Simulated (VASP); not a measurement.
HfH2, 3 atoms in the cell. Symmetry: I4/mmm, No. 139, tetragonal system. The conventional cell has a = 3.470 Å, b = 3.470 Å, c = 4.251 Å, α = 90.00°, β = 90.00°, γ = 90.00°. Within 2.7 Å of Hf (site symmetry 4/mmm) lie 8 H at 2.03 Å. H (site symmetry -4m2) has 4 Hf at 2.03 Å and 6 H at 2.13 to 2.45 Å within 2.7 Å. 

| Property | Result |
| --- | --- |
| Program | VASP 6.6.1 |
| Task | single point |
| Functional | PBEsol |
| Potentials or basis | VASP PAW PBE potentials, release 64 (Hf_pv, H) |
| Cutoff | 520 eV |
| k mesh | 16 × 16 × 16 |
| Occupations | gaussian, width 0.1 eV |
| Spin | no spin polarisation |
| Dipole correction | no |
| Further INCAR settings | ALGO = Normal; EDIFF = 1e-06; NBANDS = 13 |

Potentials or basis: VASP PAW PBE potentials, release 64 (Hf_pv, H).

Command:

```bash
$ cat potpaw_PBE.64/Hf_pv/POTCAR potpaw_PBE.64/H/POTCAR > POTCAR
$ mpirun -np 1 vasp_std > vasp.out
```

Hardware: 1 thread of AMD EPYC 9R45 96-Core Processor (Zen 5), with other jobs on the host.

Task: Estimate the wall time of this run.

Result: Run time: 43 s on 1 thread of AMD EPYC 9R45 96-Core Processor (Zen 5), on a shared host, peak memory 0.21 GiB. Counts: scf iterations 12, k points 349.
